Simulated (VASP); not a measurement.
Ru, 2 atoms in the cell. Symmetry: P6_3/mmc, No. 194, hexagonal system. Conventional cell: a = 2.321 Å, b = 2.321 Å, c = 3.716 Å, α = 90.00°, β = 90.00°, γ = 120.00°. Ru (site symmetry -6m2) has 12 Ru at 2.29 to 2.32 Å within 3.0 Å. 

| Property | Result |
| --- | --- |
| Program | VASP 6.6.1 |
| Task | single point |
| Functional | PBE |
| Potentials or basis | VASP PAW PBE potentials, release 64 (Ru_pv) |
| Cutoff | 520 eV |
| k mesh | 19 × 19 × 10 |
| Occupations | fermi-dirac, width 0.08 eV |
| Spin | no spin polarisation |
| Dipole correction | no |
| Further INCAR settings | ALGO = Normal; EDIFF = 1e-06; NBANDS = 21 |

Potentials or basis: VASP PAW PBE potentials, release 64 (Ru_pv).

Launch:

```sh
$ cat potpaw_PBE.64/Ru_pv/POTCAR > POTCAR
$ mpirun -np 1 vasp_std > vasp.out
```

Hardware: 1 thread of Intel(R) Xeon(R) 6975P-C (Granite Rapids), on a shared host.

Q: How long does it take, and how much memory?

A: Run time: 52 s on 1 thread of Intel(R) Xeon(R) 6975P-C (Granite Rapids), with other jobs on the host, peak memory 0.18 GiB. Counts: scf iterations 12, k points 240.
